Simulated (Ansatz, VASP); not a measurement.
# Two plane-wave programs on TaN

INCAR

```
PREC = Accurate ; ENCUT = 520
EDIFF = 1E-6 ; ISMEAR = 0
SIGMA = 0.1 ; LREAL = F
LASPH = T ; NELM = 150
ALGO = Normal ; ISIF = 2
LWAVE = F ; LCHARG = F
ISPIN = 2 ; MAGMOM = 1 1 0 0
LORBIT = 11 ; LMAXMIX = 4
GGA = PE ; NBANDS = 28
```

The input KPOINTS:

```
regular mesh
0
Gamma
  6 4 6
```

POSCAR

```
TaN
1.0
    3.2250371200      0.0000000000      0.0000000000
    0.0000000000      4.4132315700      0.0000000000
    0.0000000000      0.0000000000      3.0762505100
Ta N
2 2
Direct
    0.5000000000      0.5000000000      0.7073100100
    0.0000000000      0.0000000000      0.2926899900
    0.0000000000      0.5000000000      0.2150069700
    0.5000000000      0.0000000000      0.7849930300
```

Input for Ansatz:

```yaml
crystal:
  lattice:
    - [3.22503712, 0.0, 0.0]
    - [0.0, 4.41323157, 0.0]
    - [0.0, 0.0, 3.07625051]
  atoms:
    - { symbol: Ta, position: [0.5, 0.5, 0.70731001], spin: 1.0 }
    - { symbol: Ta, position: [0.0, 0.0, 0.29268999], spin: 1.0 }
    - { symbol: "N", position: [0.0, 0.5, 0.21500697] }
    - { symbol: "N", position: [0.5, 0.0, 0.78499303] }
basis:
  ecutwfc: 420
kpoints:
  mp_grid: { grid: [6, 4, 6] }
hamiltonian:
  xc: pbe
scf:
  occupations: { method: gaussian, width: 0.1 }
  lower_state_search: "off"
output:
  forces: true
  stress: true
  eigenvalues: true
  populations: true
magnetization:
  spin_polarized: true
```

Change from the starting cell: species swapped into the CrN type (Pmmn, No. 59).

Alike in both runs: task single point; functional PBE; k mesh 6 × 4 × 6; occupations gaussian, width 0.1 eV; collinear spin.

|  | VASP | Ansatz |
| --- | --- | --- |
| version | VASP 6.6.1 | Ansatz 0.2.0 |
| potentials or method | VASP PAW PBE potentials, release 64 (Ta_pv, N), cutoff 520 eV | scalar-relativistic, plane waves, PAW |
| valence electrons in the cell | 32 | 36 |

|  | VASP | Ansatz | Ansatz less VASP |
| --- | --- | --- | --- |
| gap on the k mesh at the Fermi level (eV) | none | none | - |
| pressure (GPa) | -3.7 | -4.4 | -0.70 |
| traceless stress, the component that is largest in VASP (GPa) | 7.90 | 7.90 | +0.007 |
| rms of the force components (eV/Å) | 0.049 | 0.052 | +0.0036 |
| net moment per atom (μB) | 0.00 | 0.00 | 0.000 |

Atom by atom the forces differ by 0.005 eV/Å (rms over components). A gap of «none» marks a metal or a gap that the smearing closes. With one functional, cell and mesh, what is left measures potentials, basis and numerics. VASP's potentials hold 32 valence electrons a cell and Ansatz's 36, so a difference there can come from the potentials and not from the codes. Ansatz's warnings: seeded moment not kept.

Spin-orbit coupling is off throughout.
